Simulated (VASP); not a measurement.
A run of VASP 6.6.1 is set up as follows.

INCAR

```
SYSTEM = Rb4S3
  ALGO = Normal
  EDIFF = 1E-6
  ENCUT = 520
  GGA = PE
  ISIF = 2
  ISMEAR = 0
  LASPH = .True.
  LCHARG = .True.
  LELF = .True.
  LREAL = .False.
  LVHAR = .True.
  LWAVE = .False.
  NBANDS = 36
  NELM = 60
  PREC = Accurate
  SIGMA = 0.1
```

The input KPOINTS:

```
k-points
0
Gamma
  4 4 4
  0 0 0
```

File POSCAR:

```
Rb4S3
1.0
    6.6439803690      0.0000000000      0.0000000000
    0.0000000000      6.6439803690      0.0000000000
    0.0000000000      0.0000000000      6.6439803690
Rb S
4 3
Direct
    0.0000000000      0.5000000000      0.5000000000
    0.5000000000      0.0000000000      0.5000000000
    0.5000000000      0.5000000000      0.0000000000
    0.5000000000      0.5000000000      0.5000000000
    0.5000000000      0.0000000000      0.0000000000
    0.0000000000      0.5000000000      0.0000000000
    0.0000000000      0.0000000000      0.5000000000
```

Potentials or basis: VASP PAW PBE potentials, release 64 (Rb_sv, S).

Run with:

```sh
$ cat potpaw_PBE.64/Rb_sv/POTCAR potpaw_PBE.64/S/POTCAR > POTCAR
$ mpirun -np 1 vasp_std > vasp.out
```

Q: What does it give for the band gap on the k mesh?

A: Zero (bands 27 and 28 overlap by 0.16 eV).

Q: What does it give for the pressure?

A: 0.3 GPa.
